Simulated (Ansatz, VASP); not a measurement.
Two plane-wave programs on ZnS

```
CELL_PARAMETERS angstrom
3.81100 0.00000 0.00000
-1.90550 3.30042 0.00000
0.00000 0.00000 6.23400
ATOMIC_POSITIONS crystal
Zn 0.33333 0.66667 0.00000
Zn 0.66667 0.33333 0.50000
S 0.33333 0.66667 0.38500
S 0.66667 0.33333 0.88500
```

Alike in both runs: task single point; functional LDA; k mesh 6 × 6 × 4; occupations gaussian, width 0.1 eV; no spin polarisation.

```csv
,VASP,Ansatz
version,VASP 6.6.1,Ansatz 0.2.0
potentials or method,"VASP PAW LDA potentials, release 64 (Zn, S), cutoff 520 eV","scalar-relativistic, plane waves, PAW"
valence electrons in the cell,36,36
```

Ansatz gave:

| Item | Value |
| --- | --- |
| gap on the k mesh at the Fermi level (eV) | 1.99 |
| least direct gap on the mesh (eV) | 1.99 |
| pressure (GPa) | -3.9 |
| traceless stress, the component that is largest in VASP (GPa) | -1.03 |
| rms of the force components (eV/Å) | 0.171 |

Task: What did VASP give for the same quantities?

Result: gap on the k mesh at the Fermi level (eV): 2.02; least direct gap on the mesh (eV): 2.02; pressure (GPa): -3.7; traceless stress, the component that is largest in VASP (GPa): -1.06; rms of the force components (eV/Å): 0.173.

LDA's correlation is that of Perdew and Zunger in VASP and of Perdew and Wang (1992) in Ansatz. Atom by atom the forces differ by 0.002 eV/Å (rms over components).
